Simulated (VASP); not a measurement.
# GaCuAs (P6_3/mmc) in VASP: single point with PBE

Aim: the single point of GaCuAs with PBE.

Program: VASP 6.6.1. These are calculated values, not measurements. Logs are shortened: lines on timing, memory, paths and dates and some standing lists are left out, and cuts for length are marked.

### 1 The cell of the first run

The structure is hexagonal, space group P6_3/mmc (No. 194). Conventional cell: a = 4.053 Å, b = 4.053 Å, c = 7.180 Å, α = 90.00°, β = 90.00°, γ = 120.00°. Within 3.1 Å of As (site symmetry -6m2) lie 3 Cu at 2.34 Å and 6 Ga at 2.95 Å. Within 3.1 Å of Cu (site symmetry -6m2) lie 3 As at 2.34 Å and 6 Ga at 2.95 Å. Within 4.1 Å of Ga (site symmetry -3m) lie 6 As at 2.95 Å and 6 Cu at 2.95 Å and 8 Ga at 3.59 to 4.05 Å.

### 2 Single point, PBE

INCAR reads:

```
SYSTEM = GaCuAs
  ALGO = Normal
  EDIFF = 1E-6
  ENCUT = 600
  GGA = PE
  GGA_COMPAT = .FALSE.
  ISIF = 2
  ISMEAR = 0
  LASPH = .TRUE.
  LCHARG = .FALSE.
  LREAL = .FALSE.
  LWAVE = .FALSE.
  NBANDS = 38
  NELM = 120
  PREC = Accurate
  SIGMA = 0.2322
```

KPOINTS reads:

```
k-points
0
G
  10 10 5
  0 0 0
```

POSCAR reads:

```
GaCuAs
1.0
    4.0532349520     -0.0000002881      0.0000000000
   -2.0266172265      3.5102045800      0.0000000000
    0.0000000000      0.0000000000      7.1799844881
As Cu Ga
2 2 2
Direct
    0.3333333333      0.6666666667      0.2500000000
    0.6666666667      0.3333333333      0.7500000000
    0.3333333333      0.6666666667      0.7500000000
    0.6666666667      0.3333333333      0.2500000000
    0.0000000000      0.0000000000      0.0000000000
    0.0000000000      0.0000000000      0.5000000000
```

Potentials or basis: VASP PAW PBE potentials, release 64 (As, Cu, Ga_d).

On the command line:

```sh
> cat potpaw_PBE.64/As/POTCAR potpaw_PBE.64/Cu/POTCAR potpaw_PBE.64/Ga_d/POTCAR > POTCAR
> mpirun -np 1 vasp_std > vasp.out
```

OUTCAR:

```text
SYSTEM = GaCuAs
   EDIFF = 1E-6
   ENCUT = 600
   GGA = PE
   ISIF = 2
   ISMEAR = 0
   LASPH = .TRUE.
   LREAL = .FALSE.
   NELM = 120
   PREC = Accurate

 ion  position               nearest neighbor table
   1  0.333  0.667  0.250-   4 2.34   4 2.34   4 2.34
   2  0.667  0.333  0.750-   3 2.34   3 2.34   3 2.34
   3  0.333  0.667  0.750-   2 2.34   2 2.34   2 2.34
   4  0.667  0.333  0.250-   1 2.34   1 2.34   1 2.34
   5  0.000  0.000  0.000-
   6  0.000  0.000  0.500-

  LATTYP: Found a hexagonal cell.
 ALAT       =     4.0532349520
 C/A-ratio  =     1.7714207474

  Lattice vectors:

 A1 = (   4.0532349520,  -0.0000002881,   0.0000000000)
 A2 = (  -2.0266172265,   3.5102045800,   0.0000000000)
 A3 = (   0.0000000000,   0.0000000000,   7.1799844881)

Analysis of symmetry for initial positions (statically):
=====================================================================
 Subroutine PRICEL returns:
 Original cell was already a primitive cell.

 Routine SETGRP: Setting up the symmetry group for a
 hexagonal supercell.

 Subroutine GETGRP returns: Found 24 space group operations
 (whereof 12 operations were pure point group operations)
 out of a pool of 24 trial point group operations.

The static configuration has the point symmetry D_3d.
 The point group associated with its full space group is D_6h.

Analysis of symmetry for dynamics (positions and initial velocities):
=====================================================================
 Subroutine PRICEL returns:
 Original cell was already a primitive cell.

 Routine SETGRP: Setting up the symmetry group for a
 hexagonal supercell.

 Subroutine GETGRP returns: Found 24 space group operations
 (whereof 12 operations were pure point group operations)
 out of a pool of 24 trial point group operations.

The dynamic configuration has the point symmetry D_3d.
 The point group associated with its full space group is D_6h.

 Subroutine INISYM returns: Found 24 space group operations
 (whereof 12 operations are pure point group operations),
 and found     1 'primitive' translations

----------------------------------------------------------------------------------------

                                     Primitive cell

  volume of cell :     102.1545

  direct lattice vectors                    reciprocal lattice vectors
     4.053234952 -0.000000288  0.000000000     0.246716525  0.142441829  0.000000000
    -2.026617226  3.510204580  0.000000000     0.000000020  0.284883692  0.000000000
     0.000000000  0.000000000  7.179984488     0.000000000  0.000000000  0.139276067

  length of vectors
     4.053234952  4.053234952  7.179984488     0.284883692  0.284883692  0.139276067

  position of ions in fractional coordinates (direct lattice)
     0.333333333  0.666666667  0.250000000
     0.666666667  0.333333333  0.750000000
     0.333333333  0.666666667  0.750000000
     0.666666667  0.333333333  0.250000000
     0.000000000  0.000000000  0.000000000
     0.000000000  0.000000000  0.500000000

  ion indices of the primitive-cell ions
   primitive index   ion index
                 1           1
                 2           2
                 3           3
                 4           4
                 5           5
                 6           6

----------------------------------------------------------------------------------------

 KPOINTS: k-points

Automatic generation of k-mesh.
 Grid dimensions read from file:
 generate k-points for:   10   10    5

 Generating k-lattice:

  Cartesian coordinates                     Fractional coordinates (reciprocal lattice)
     0.024671652  0.014244183  0.000000000     0.100000000  0.000000000  0.000000000
     0.000000002  0.028488369  0.000000000     0.000000000  0.100000000  0.000000000
     0.000000000  0.000000000  0.027855213     0.000000000  0.000000000  0.200000000

  Length of vectors
     0.028488369  0.028488369  0.027855213

  Shift w.r.t. Gamma in fractional coordinates (k-lattice)
     0.000000000  0.000000000  0.000000000

 Subroutine IBZKPT returns following result:
 ===========================================

 Found     42 irreducible k-points:

 Following reciprocal coordinates:
            Coordinates               Weight
  0.000000  0.000000  0.000000      1.000000
  0.100000  0.000000  0.000000      6.000000
  0.200000  0.000000  0.000000      6.000000
  0.300000  0.000000  0.000000      6.000000
  0.400000 -0.000000  0.000000      6.000000
  0.500000  0.000000  0.000000      3.000000
[... 16 lines left out ...]
  0.300000  0.100000  0.200000     24.000000
  0.400000  0.100000  0.200000     24.000000
 [... further k-points ...]
   k-points           NKPTS =     42   k-points in BZ     NKDIM =     42   number of bands    NBANDS=     38
   number of dos      NEDOS =    301   number of ions     NIONS =      6
   total plane-waves  NPLWV =  61440
   dimension x,y,z NGX =    32 NGY =   32 NGZ =   60
   dimension x,y,z NGXF=    64 NGYF=   64 NGZF=  120
   ions per type =               2   2   2
   NGX,Y,Z   is equivalent  to a cutoff of  13.12, 13.12, 13.89 a.u.
   NGXF,Y,Z  is equivalent  to a cutoff of  26.25, 26.25, 27.78 a.u.
 SYSTEM =  GaCuAs
   PREC   = accura    normal or accurate (medium, high low for compatibility)
   ISTART =      0    job   : 0-new  1-cont  2-samecut
   ICHARG =      2    charge: 1-file 2-atom 10-const
   ISPIN  =      1    spin polarized calculation?
   LNONCOLLINEAR =      F non collinear calculations
   LSORBIT =      F    spin-orbit coupling
   LASPH  =      T    aspherical Exc in radial PAW
   ENCUT  =  600.0 eV  44.10 Ry    6.64 a.u.   8.10  8.10 14.34*2*pi/ulx,y,z
   NELM   =    120;   NELMIN=  2; NELMDL= -5     # of ELM steps
   EDIFF  = 0.1E-05   stopping-criterion for ELM
   LREAL  =      F    real-space projection
   EDIFFG = 0.1E-04   stopping-criterion for IOM
   NSW    =      0    number of steps for IOM
   IBRION =     -1    ionic relax: 0-MD 1-quasi-New 2-CG
   NFREE  =      0    steps in history (QN), initial steepest desc. (CG)
   ISIF   =      2    stress and relaxation
   ISYM   =      2    0-nonsym 1-usesym 2-fastsym
   POTIM  = 0.5000    time-step for ionic-motion
   TEBEG  =    0.0;   TEEND  =   0.0 temperature during run
   PSTRESS=    0.0 pullay stress
   NELECT =      58.0000    total number of electrons
   NUPDOWN=      -1.0000    fix difference up-down
   EMIN   =  10.00;   EMAX   =-10.00  energy-range for DOS
   EFERMI =   0.00;   METHOD = LEGACY
   ISMEAR =     0;   SIGMA  =   0.23  broadening in eV -4-tet -1-fermi 0-gaus
   EFERMI_NEDOS =   21; number of points for ismear=-14 and -15
   IALGO  =     38    algorithm
   IMIX   =      4    mixing-type and parameters
     AMIX     =   0.40;   BMIX     =  1.00
     AMIX_MAG =   1.60;   BMIX_MAG =  1.00
  volume/ion in A,a.u.               =      17.03       114.90
  Fermi-wavevector in a.u.,A,eV,Ry     =   1.355600  2.561713 25.002769  1.837652
  Thomas-Fermi vector in A             =   2.482674
   LORBIT       =      0    0 simple, 1 ext, 2 COOP (PROOUT), +10 PAW based schemes
   GGA     = PE    functional components
   LHFCALC =     F    Hartree Fock is set to
   AEXX    =    0.0000 exact exchange contribution
   IVDW    =     0    specifies the selected vdW correction
   LEPSILON=     F    determine dielectric tensor
   LRPA    =     F    only Hartree local field effects (RPA)
 non-spin polarized calculation
 Gauss-broadening in eV      SIGMA  =   0.23
  energy-cutoff  :      600.00
  volume of cell :      102.15
 maximum number of plane-waves:      3434
   NGX = 17   NGY = 17   NGZ = 29

 number of electron      57.9999966 magnetization

 Free energy of the ion-electron system (eV)
  ---------------------------------------------------
  ext. energy  EPLUGINS =         0.00000000
  ---------------------------------------------------
  free energy    TOTEN  =       -21.84825765 eV

  energy without entropy =      -21.78324010  energy(sigma->0) =      -21.81574888

 E-fermi :   6.0338     XC(G=0): -11.0981

 val. band max:        6.0111718006   @ k =   0.4000   0.1000   0.0000
 cond. band min:       6.0593283092   @ k =   0.3000   0.1000   0.0000
 fundamental gap:      0.0481565086
 Fermi energy:         6.0337709584

 k-point     1 :       0.0000    0.0000    0.0000
  band No.  band energies     occupation
      1      -8.7421      2.00000
      2      -8.7271      2.00000
      3      -8.7271      2.00000
      4      -8.7003      2.00000
      5      -8.7003      2.00000
      6      -8.6983      2.00000
[... 30 lines left out ...]
     37      11.2421      0.00000
     38      11.2429      0.00000

 k-point     2 :       0.1000    0.0000    0.0000
  band No.  band energies     occupation
      1      -8.7411      2.00000
      2      -8.7351      2.00000
      3      -8.7275      2.00000
      4      -8.7013      2.00000
      5      -8.6998      2.00000
      6      -8.6984      2.00000
[... 30 lines left out ...]
     37      11.2167      0.00000
     38      11.3747      0.00000

 k-point     3 :       0.2000    0.0000    0.0000
  band No.  band energies     occupation
      1      -8.7547      2.00000
      2      -8.7384      2.00000
      3      -8.7287      2.00000
      4      -8.7038      2.00000
      5      -8.7038      2.00000
      6      -8.6991      2.00000
[... 30 lines left out ...]
     37      12.1716      0.00000
     38      12.2371      0.00000

 k-point     4 :       0.3000    0.0000    0.0000
  band No.  band energies     occupation
      1      -8.7766      2.00000
      2      -8.7353      2.00000
      3      -8.7303      2.00000
      4      -8.7088      2.00000
      5      -8.7071      2.00000
      6      -8.7001      2.00000
[... 30 lines left out ...]
     37      12.3457      0.00000
     38      13.4167      0.00000
[... 703 lines left out ...]
      4      -8.7123      2.00000
      5      -8.7047      2.00000
      6      -8.7024      2.00000
[... 30 lines left out ...]
     37      11.9229      0.00000
     38      12.6987      0.00000

 k-point    23 :       0.3000    0.1000    0.2000
  band No.  band energies     occupation
      1      -8.7777      2.00000
      2      -8.7319      2.00000
      3      -8.7280      2.00000
      4      -8.7175      2.00000
      5      -8.7068      2.00000
      6      -8.7035      2.00000
[... 30 lines left out ...]
     37      12.2898      0.00000
     38      12.8598      0.00000

 k-point    24 :       0.4000    0.1000    0.2000
  band No.  band energies     occupation
      1      -8.7866      2.00000
      2      -8.7338      2.00000
      3      -8.7265      2.00000
      4      -8.7207      2.00000
      5      -8.7080      2.00000
      6      -8.7042      2.00000
[... 30 lines left out ...]
     37      12.7899      0.00000
     38      13.0047      0.00000

 [... further k-points ...]
[... 5 lines left out ...]
  --------------------------------------------------------------------------------------
  -------------------------------------------------------------------------------------
  Total        3.3885040      3.3885040      3.1615416     -0.0000000      0.0000000      0.0000000
  in kB       53.1448133     53.1448133     49.5851674     -0.0000000      0.0000000      0.0000000
  external PRESSURE =      51.9582647 kB  Pullay stress =       0.0000000 kB

 VOLUME and BASIS-vectors are now :
 -----------------------------------------------------------------------------
  energy-cutoff  :      600.00
  volume of cell :      102.15
      direct lattice vectors                 reciprocal lattice vectors
     4.053234952 -0.000000288  0.000000000     0.246716525  0.142441829  0.000000000
    -2.026617226  3.510204580  0.000000000     0.000000020  0.284883692  0.000000000
     0.000000000  0.000000000  7.179984488     0.000000000  0.000000000  0.139276067

 POSITION                                       TOTAL-FORCE (eV/Angst)
 -----------------------------------------------------------------------------------
      0.00000      2.34014      1.79500         0.000000     -0.000000      0.000000
      2.02662      1.17007      5.38499        -0.000000      0.000000      0.000000
      0.00000      2.34014      5.38499        -0.000000      0.000000      0.000000
      2.02662      1.17007      1.79500         0.000000     -0.000000      0.000000
      0.00000      0.00000      0.00000        -0.000000      0.000000      0.000000
      0.00000      0.00000      3.58999        -0.000000      0.000000      0.000000
 -----------------------------------------------------------------------------------
    total drift:                               -0.000000      0.000000      0.000000

  FREE ENERGIE OF THE ION-ELECTRON SYSTEM (eV)
  ---------------------------------------------------
  free  energy   TOTEN  =       -21.8482576486 eV

  energy  without entropy=      -21.7832401037  energy(sigma->0) =      -21.81574888
```

Wall time 4.8 min (1 thread of AMD EPYC 7R43 (Zen 3), shared host); peak memory 0.31 GiB.

Results:

| Property | Result |
| --- | --- |
| Free energy | -21.8483 eV |
| Pressure | 5.2 GPa |
| Band gap on the k mesh | zero (bands 29 and 30 overlap by 1.46 eV) |

Caveat: the cell stands under pressure.
